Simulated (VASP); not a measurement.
Al, 35 atoms in the cell. The cell holds a slab with vacuum, 35 atoms: a = 5.654 Å, b = 5.654 Å, c = 36.372 Å, α = 90.00°, β = 90.00°, γ = 120.00°.  This cell differs from its parent crystal: atoms taken out, then relaxed in part.

```yaml
Program: VASP 6.6.1
Task: single point
Functional: PBE
Potentials_or_basis: VASP PAW PBE potentials, release 64 (Al)
Cutoff: 400 eV
k_mesh: 6 × 6 × 1
Occupations: gaussian, width 0.1 eV
Spin: no spin polarisation
Dipole_correction: yes
Further_INCAR_settings: LREAL = Auto; ALGO = Normal; EDIFF = 1e-06; NBANDS = 76; NELMDL = -8
```

Potentials or basis: VASP PAW PBE potentials, release 64 (Al).

Launch:

```sh
$ cat potpaw_PBE.64/Al/POTCAR > POTCAR
$ mpirun -np 1 vasp_std > vasp.out
```

Hardware: 1 thread of Intel(R) Xeon(R) 6975P-C (Granite Rapids), with other jobs on the host.

Problem. Estimate the wall time of this run.

Solution. It took 14 min on 1 thread of Intel(R) Xeon(R) 6975P-C (Granite Rapids), on a shared host, peak memory 0.8 GiB. Counts: scf iterations 34, k points 7.
